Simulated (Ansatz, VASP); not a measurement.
# NiO: VASP beside Ansatz

```
Ni O
1.0
     0.00000    2.25269    2.25269
     2.25269    0.00000    2.25269
     2.25269    2.25269    0.00000
Ni O
1 1
Direct
  0.00000 0.00000 0.00000
  0.25000 0.25000 0.25000
```

Alike in both runs: task single point; functional PBE; k mesh 10 × 10 × 10; occupations fermi-dirac, width 0.05 eV; collinear spin.

|  | VASP | Ansatz |
| --- | --- | --- |
| version | VASP 6.6.1 | Ansatz 0.2.0 |
| potentials or method | VASP PAW PBE potentials, release 64 (Ni_sv_GW, O) | Ansatz PAW |
| plane-wave cutoff (eV) | 600 | 420 |
| valence electrons in the cell | 24 | 24 |

VASP gave:

| Property | Result |
| --- | --- |
| gap on the k mesh at the Fermi level (eV) | none |
| pressure (GPa) | -3.8 |
| net moment per atom (μB) | 0.98 |
| size of the moment on the site where the two differ most (μB) | 1.54 |

Problem. Estimate Ansatz's values.

Solution. gap on the k mesh at the Fermi level (eV): none; pressure (GPa): -2.2; net moment per atom (μB): 0.97; size of the moment on the site where the two differ most (μB): 1.48.

Site moments also hang on the region over which each program counts them. A gap of «none» marks a metal or a gap that the smearing closes. The functional is the same, so the differences come from potentials, cutoffs and numerics.
